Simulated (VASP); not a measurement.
# TlBr (Pm-3m) in VASP: elastic constants with PBE+D3(BJ)

Aim: the elastic constants of TlBr with PBE+D3(BJ).

Program: VASP 6.6.1. These are calculated values, not measurements. Logs are shortened: lines on timing, memory, paths and dates and some standing lists are left out, and cuts for length are marked.

## (1) The cell of the first run

The structure is cubic, space group Pm-3m (No. 221). The conventional cell has a = 3.980 Å, b = 3.980 Å, c = 3.980 Å, α = 90.00°, β = 90.00°, γ = 90.00°. Tl (site symmetry m-3m) has 8 Br at 3.45 Å and 6 Tl at 3.98 Å within 4.5 Å. Within 4.5 Å of Br (site symmetry m-3m) lie 8 Tl at 3.45 Å and 6 Br at 3.98 Å.

## (2) Elastic constants, PBE+D3(BJ)

Contents of INCAR:

```
SYSTEM = TlBr
ALGO = Normal
EDIFF = 1E-8
ENCUT = 500
GGA = PE
GGA_COMPAT = .False.
IBRION = 6
ISIF = 3
ISMEAR = 0
IVDW = 12
LASPH = .True.
LCHARG = .False.
LREAL = .False.
LWAVE = .False.
NELM = 120
NFREE = 2
NSW = 1
POTIM = 0.015
PREC = Accurate
SIGMA = 0.01
```

Contents of KPOINTS:

```
k-points
0
Gamma
  8 8 8
  0 0 0
```

Contents of POSCAR:

```
TlBr
1.0
    3.9800000000      0.0000000000      0.0000000000
    0.0000000000      3.9800000000      0.0000000000
    0.0000000000      0.0000000000      3.9800000000
Tl Br
1 1
Direct
    0.0000000000      0.0000000000      0.0000000000
    0.5000000000      0.5000000000      0.5000000000
```

Potentials or basis: VASP PAW PBE potentials, release 64 (Tl_d, Br).

Launch:

```
cat potpaw_PBE.64/Tl_d/POTCAR potpaw_PBE.64/Br/POTCAR > POTCAR
mpirun -np 1 vasp_std > vasp.out
```

OUTCAR:

```text
SYSTEM = TlBr
   EDIFF = 1E-8
   ENCUT = 500
   GGA = PE
   IBRION = 6
   ISIF = 3
   ISMEAR = 0
   IVDW = 12
   LASPH = .True.
   LREAL = .False.
   NELM = 120
   NFREE = 2
   NSW = 1
   POTIM = 0.015
   PREC = Accurate
 IVDW          = 12

 ion  position               nearest neighbor table
   1  0.000  0.000  0.000-   2 3.45   2 3.45   2 3.45   2 3.45   2 3.45   2 3.45   2 3.45   2 3.45

   2  0.500  0.500  0.500-   1 3.45   1 3.45   1 3.45   1 3.45   1 3.45   1 3.45   1 3.45   1 3.45

  LATTYP: Found a simple cubic cell.
 ALAT       =     3.9800000000

  Lattice vectors:

 A1 = (   3.9800000000,   0.0000000000,   0.0000000000)
 A2 = (   0.0000000000,   3.9800000000,   0.0000000000)
 A3 = (   0.0000000000,   0.0000000000,   3.9800000000)

Analysis of symmetry for initial positions (statically):
=====================================================================
 Subroutine PRICEL returns:
 Original cell was already a primitive cell.

 Routine SETGRP: Setting up the symmetry group for a
 simple cubic supercell.

 Subroutine GETGRP returns: Found 48 space group operations
 (whereof 48 operations were pure point group operations)
 out of a pool of 48 trial point group operations.

The static configuration has the point symmetry O_h .

Analysis of symmetry for dynamics (positions and initial velocities):
=====================================================================
 Subroutine PRICEL returns:
 Original cell was already a primitive cell.

 Routine SETGRP: Setting up the symmetry group for a
 simple cubic supercell.

 Subroutine GETGRP returns: Found 48 space group operations
 (whereof 48 operations were pure point group operations)
 out of a pool of 48 trial point group operations.

The dynamic configuration has the point symmetry O_h .

 Subroutine INISYM returns: Found 48 space group operations
 (whereof 48 operations are pure point group operations),
 and found     1 'primitive' translations

----------------------------------------------------------------------------------------

                                     Primitive cell

  volume of cell :      63.0448

  direct lattice vectors                    reciprocal lattice vectors
     3.980000000  0.000000000  0.000000000     0.251256281  0.000000000  0.000000000
     0.000000000  3.980000000  0.000000000     0.000000000  0.251256281  0.000000000
     0.000000000  0.000000000  3.980000000     0.000000000  0.000000000  0.251256281

  length of vectors
     3.980000000  3.980000000  3.980000000     0.251256281  0.251256281  0.251256281

  position of ions in fractional coordinates (direct lattice)
     0.000000000  0.000000000  0.000000000
     0.500000000  0.500000000  0.500000000

  ion indices of the primitive-cell ions
   primitive index   ion index
                 1           1
                 2           2

----------------------------------------------------------------------------------------

 KPOINTS: k-points

Automatic generation of k-mesh.
 Grid dimensions read from file:
 generate k-points for:    8    8    8

 Generating k-lattice:

  Cartesian coordinates                     Fractional coordinates (reciprocal lattice)
     0.031407035  0.000000000  0.000000000     0.125000000  0.000000000  0.000000000
     0.000000000  0.031407035  0.000000000     0.000000000  0.125000000  0.000000000
     0.000000000  0.000000000  0.031407035     0.000000000  0.000000000  0.125000000

  Length of vectors
     0.031407035  0.031407035  0.031407035

[... 84 lines left out ...]
 finite differences with symmetry
 non-spin polarized calculation
 Gauss-broadening in eV      SIGMA  =   0.01
  energy-cutoff  :      500.00
  volume of cell :       63.04
 maximum number of plane-waves:      1628
 NGX is ok and might be reduce to    30
   NGX = 15   NGY = 15   NGZ = 15

--------------------------------------- Ionic step        1  -------------------------------------------

 number of electron      20.0000005 magnetization

 Free energy of the ion-electron system (eV)
  ---------------------------------------------------
  ext. energy  EPLUGINS =         0.00000000
  ---------------------------------------------------
  free energy    TOTEN  =        -5.53270102 eV

  energy without entropy =       -5.53270102  energy(sigma->0) =       -5.53270102

------------------------ aborting loop because EDIFF is reached ----------------------------------------

 Edisp (eV)   -0.54797

 E8    (eV) :    -0.2574
[... 105 lines left out ...]
  FREE ENERGIE OF THE ION-ELECTRON SYSTEM (eV)
  ---------------------------------------------------
  free  energy   TOTEN  =        -6.0793528085 eV

  energy  without entropy=       -6.0793528085  energy(sigma->0) =       -6.07935281

[... ionic steps 4 to 14 ...]

--------------------------------------- Ionic step       15  -------------------------------------------

 number of electron      20.0000003 magnetization

------------------------ aborting loop because EDIFF is reached ----------------------------------------
[... 75 lines left out ...]
--------------------------------------- Ionic step       17  -------------------------------------------

 number of electron      20.0000005 magnetization

 Free energy of the ion-electron system (eV)
  ---------------------------------------------------
  ext. energy  EPLUGINS =         0.00000000
  ---------------------------------------------------
  free energy    TOTEN  =        -5.53266849 eV

  energy without entropy =       -5.53266849  energy(sigma->0) =       -5.53266849

 E-fermi :   2.4374     XC(G=0):  -8.9695

 val. band max:        2.3818734056   @ k =   0.0000   0.5000   0.0000
 cond. band min:       4.2439030074   @ k =   0.5000   0.0000   0.0000
 fundamental gap:      1.8620296017
 Fermi energy:         2.4374021150

 k-point     1 :       0.0000    0.0000    0.0000
  band No.  band energies     occupation
      1     -11.3532      2.00000
      2      -7.7218      2.00000
      3      -7.7217      2.00000
      4      -7.5452      2.00000
      5      -7.5452      2.00000
      6      -7.5451      2.00000
      7      -2.2662      2.00000
      8       1.0791      2.00000
      9       1.0791      2.00000
     10       1.0795      2.00000
     11       9.3836      0.00000
     12       9.3976      0.00000
     13       9.6122      0.00000
     14       9.6122      0.00000
[... 377 lines left out ...]
      1     -10.9957      2.00000
      2      -7.6314      2.00000
      3      -7.6104      2.00000
      4      -7.5943      2.00000
      5      -7.5641      2.00000
      6      -7.5112      2.00000
      7      -1.8390      2.00000
      8      -0.2259      2.00000
      9       0.2821      2.00000
     10       1.4188      2.00000
     11       6.5367      0.00000
     12       6.7033      0.00000
     13       8.6194      0.00000
     14      10.9097      0.00000

 [... further k-points ...]

------------------------ aborting loop because EDIFF is reached ----------------------------------------

 Edisp (eV)   -0.54796

 E8    (eV) :    -0.2574
[... 25 lines left out ...]
  FREE ENERGIE OF THE ION-ELECTRON SYSTEM (eV)
  ---------------------------------------------------
  free  energy   TOTEN  =        -6.0806305484 eV

  energy  without entropy=       -6.0806305484  energy(sigma->0) =       -6.08063055

 INTERNAL STRAIN TENSORS FROM STRAINED CELLS
 ============================================

 INTERNAL STRAIN TENSOR FOR ION    1 for displacements in x,y,z  (eV/Angst):
          X           Y           Z          XY          YZ          ZX
  --------------------------------------------------------------------------------
  x     0.00000     0.00000     0.00000     0.00000     0.00000     0.00000
  y     0.00000     0.00000     0.00000     0.00000     0.00000     0.00000
  z     0.00000     0.00000     0.00000     0.00000     0.00000     0.00000

 INTERNAL STRAIN TENSORS FROM DISPLACED ATOMS
 ============================================

 INTERNAL STRAIN TENSOR FOR ION    1 for displacements in x,y,z  (eV/Angst):
          X           Y           Z          XY          YZ          ZX
  --------------------------------------------------------------------------------
  x     0.00000     0.00000     0.00000     0.00000     0.00000     0.00000
  y     0.00000     0.00000     0.00000     0.00000     0.00000     0.00000
  z     0.00000     0.00000     0.00000     0.00000     0.00000     0.00000

 INTERNAL STRAIN TENSOR FOR ION    2 for displacements in x,y,z  (eV/Angst):
          X           Y           Z          XY          YZ          ZX
  --------------------------------------------------------------------------------
  x     0.00000     0.00000     0.00000     0.00000     0.00000     0.00000
  y     0.00000     0.00000     0.00000     0.00000     0.00000     0.00000
  z     0.00000     0.00000     0.00000     0.00000     0.00000     0.00000

 Eigenvectors and eigenvalues of the dynamical matrix
 ----------------------------------------------------

   1 f  =    1.174787 THz     7.381405 2PiTHz   39.186682 cm-1     4.858527 meV
             X         Y         Z           dx          dy          dz
      0.000000  0.000000  0.000000    -0.539354    0.000000   -0.000000
      1.990000  1.990000  1.990000     0.842079   -0.000000    0.000000
[... 21 lines left out ...]
   6 f/i=    0.012781 THz     0.080304 2PiTHz    0.426323 cm-1     0.052857 meV
             X         Y         Z           dx          dy          dz
      0.000000  0.000000  0.000000    -0.842079    0.000000    0.000000
      1.990000  1.990000  1.990000    -0.539354   -0.000000    0.000000

--------------------------------------------------------------------------------------------------------

 ELASTIC MODULI CONTR FROM IONIC RELAXATION (kBar)
 Direction    XX          YY          ZZ          XY          YZ          ZX
 --------------------------------------------------------------------------------
 XX           0.0000      0.0000      0.0000      0.0000      0.0000      0.0000
 YY           0.0000      0.0000      0.0000      0.0000      0.0000      0.0000
 ZZ           0.0000      0.0000      0.0000      0.0000      0.0000      0.0000
 XY           0.0000      0.0000      0.0000      0.0000      0.0000      0.0000
 YZ           0.0000      0.0000      0.0000      0.0000      0.0000      0.0000
 ZX           0.0000      0.0000      0.0000      0.0000      0.0000      0.0000
 --------------------------------------------------------------------------------

 TOTAL ELASTIC MODULI (kBar)
 Direction    XX          YY          ZZ          XY          YZ          ZX
 --------------------------------------------------------------------------------
 XX         276.8043     26.0100     26.0100     -0.0000     -0.0000     -0.0000
 YY          26.0100    276.8043     26.0100      0.0000     -0.0000      0.0000
 ZZ          26.0100     26.0100    276.8043     -0.0000      0.0000     -0.0000
 XY          -0.0000      0.0000     -0.0000     86.7594      0.0000      0.0000
 YZ          -0.0000     -0.0000      0.0000      0.0000     86.7594      0.0000
 ZX          -0.0000      0.0000     -0.0000      0.0000      0.0000     86.7594
 --------------------------------------------------------------------------------
```

It took 5.3 min on 1 thread of AMD EPYC 9R45 (Zen 5), shared host; peak memory 0.34 GiB.

What came out:

- Elastic constants C11, C12, C44: 28, 3, 9 GPa
- Voigt bulk modulus: 11 GPa
- Highest phonon frequency at Γ, LO-TO splitting left out: 39 cm⁻¹
- Dispersion energy per atom: -0.274 eV

Phonon frequencies in cm⁻¹ (negative: imaginary):
```
              q point     frequencies
(0.000, 0.000, 0.000)  0 0 0 39 39 39
```

Elastic tensor in Voigt notation (GPa, in the Cartesian axes of the cell as first typed):
```
28  3  3  0  0  0
 3 28  3  0  0  0
 3  3 28  0  0  0
 0  0  0  9  0  0
 0  0  0  0  9  0
 0  0  0  0  0  9
```

Clamped-ion elastic tensor (GPa):
```
28  3  3  0  0  0
 3 28  3  0  0  0
 3  3 28  0  0  0
 0  0  0  9  0  0
 0  0  0  0  9  0
 0  0  0  0  0  9
```

Caveat: spin-orbit coupling is left out, which moves the levels of the heavy elements.
